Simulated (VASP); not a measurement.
TiO2: single point with PBEsol

System: TiO2.

```xyz
18
Lattice="2.9390 0.0000 0.0000 0.0000 4.5912 0.0000 0.0000 0.0000 16.2739" Properties=species:S:1:pos:R:3 pbc="T T T"
O     1.4695    0.8979    1.5000
O     1.4695    3.6934    3.2957
O     0.0000    1.3978    3.7956
O     0.0000    3.1935    5.5914
O     1.4695    0.8979    6.0912
O     1.4695    3.6934    7.8870
O     0.0000    1.3978    8.3869
O     0.0000    3.1935   10.1826
O     1.4695    0.8979   10.6825
O     1.4695    3.6934   12.4782
O     0.0000    1.3978   12.9781
O     0.0000    3.1935   14.7739
Ti    0.0000    0.0000    2.3979
Ti    1.4695    2.2956    4.6935
Ti    0.0000    0.0000    6.9891
Ti    1.4695    2.2956    9.2847
Ti    0.0000    0.0000   11.5804
Ti    1.4695    2.2956   13.8760
```

- Program: VASP 6.6.1
- Task: single point
- Functional: PBEsol
- Potentials or basis: VASP PAW PBE potentials, release 64 (O, Ti_sv)
- Cutoff: 520 eV
- k mesh: 9 × 6 × 1
- Occupations: gaussian, width 0.05 eV
- Spin: no spin polarisation
- Dipole correction: yes
- Further INCAR settings: ALGO = Normal; EDIFF = 1e-06; NBANDS = 87; NELMDL = -8

```json
{
 "Largest force": "3.767 eV/Å",
 "Band gap on the k mesh": "2.05 eV"
}
```

Forces in eV/Å, atoms in the order of the input:
```
O    0.000 -2.152  0.904
O    0.000 -1.097 -0.034
O    0.000 -0.499 -0.380
O    0.000 -0.074 -0.073
O    0.000 -0.037  0.031
O    0.000 -0.041  0.036
O    0.000 -0.041 -0.036
O    0.000 -0.037 -0.031
O    0.000 -0.074  0.073
O    0.000 -0.499  0.380
O    0.000 -1.097  0.034
O    0.000 -2.152 -0.904
Ti   0.000  3.712 -0.646
Ti   0.000  0.134 -0.030
Ti   0.000  0.055  0.009
Ti   0.000  0.055 -0.009
Ti   0.000  0.134  0.030
Ti   0.000  3.712  0.646
```

Levels at points of the mesh, in eV from the valence-band top:
| k point | band 69 | band 70 | band 71 | band 72 | band 73 | band 74 | band 75 | band 76 |
| --- | --- | --- | --- | --- | --- | --- | --- | --- |
| (0.00, 0.00, 0.00) | -0.34 | -0.26 | -0.06 | 0.00 | 2.05 | 2.24 | 2.48 | 2.52 |
| (0.00, 0.50, 0.00) | -0.46 | -0.46 | -0.44 | -0.44 | 2.10 | 2.10 | 2.44 | 2.44 |

Wall time 16 min on 1 thread of Oxide Virtual Turin-like Processor, on a shared host, peak memory 0.42 GiB.

Caveat: the PAW data sets were made with another functional, which shifts forces and pressure a little.
